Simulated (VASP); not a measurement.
Crystal: Hf3N.

```
Hf N
1.0
     5.80279    0.00000    0.00000
    -2.90140    5.02536    0.00000
     0.00000    0.00000    4.83929
Hf N
6 2
Direct
  0.82926 0.65853 0.25000
  0.17074 0.82926 0.75000
  0.34147 0.17074 0.25000
  0.17074 0.34147 0.75000
  0.82926 0.17074 0.25000
  0.65853 0.82926 0.75000
  0.33333 0.66667 0.25000
  0.66667 0.33333 0.75000
```

| Property | Result |
| --- | --- |
| Program | VASP 6.6.1 |
| Task | relaxation of cell and atoms |
| Functional | PBE |
| Potentials or basis | VASP PAW PBE potentials, release 64 (Hf_pv, N) |
| Cutoff | 600 eV |
| k mesh | 6 × 6 × 8 |
| Occupations | gaussian, width 0.1 eV |
| Spin | no spin polarisation |

At the start: pressure -1.0 GPa; volume 17.64 Å³/atom.

Task: How do energy, volume and symmetry change on relaxing?

Result: Over 8 steps the energy falls by 4.4 meV/atom and the volume is 17.48 Å³/atom (-0.9 %); space group P6_3/mmc (No. 194, to 0.05 Å).

Step by step:
```
step  energy change (eV)  largest force (eV/Å)  pressure (GPa)  volume (Å³)
   1              0.0000                0.3636           -1.01       141.12
   2             -0.0195                0.0936            0.71       138.86
   3             -0.0212                0.0114            0.32       139.35
   4             -0.0291                0.0125            0.14       139.62
   5             -0.0347                0.0707           -0.17       140.13
   6             -0.0347                0.0652           -0.15       140.09
   7             -0.0349                0.0597            0.09       139.70
   8             -0.0354                0.0019           -0.02       139.88
```

Final structure:
```
Hf N
1.0
     5.72922    0.00000    0.00000
    -2.86461    4.96165    0.00000
     0.00000    0.00000    4.92070
Hf N
6 2
Direct
  0.83144 0.66288 0.25000
  0.16856 0.83144 0.75000
  0.33712 0.16856 0.25000
  0.16856 0.33712 0.75000
  0.83144 0.16856 0.25000
  0.66288 0.83144 0.75000
  0.33333 0.66667 0.25000
  0.66667 0.33333 0.75000
```
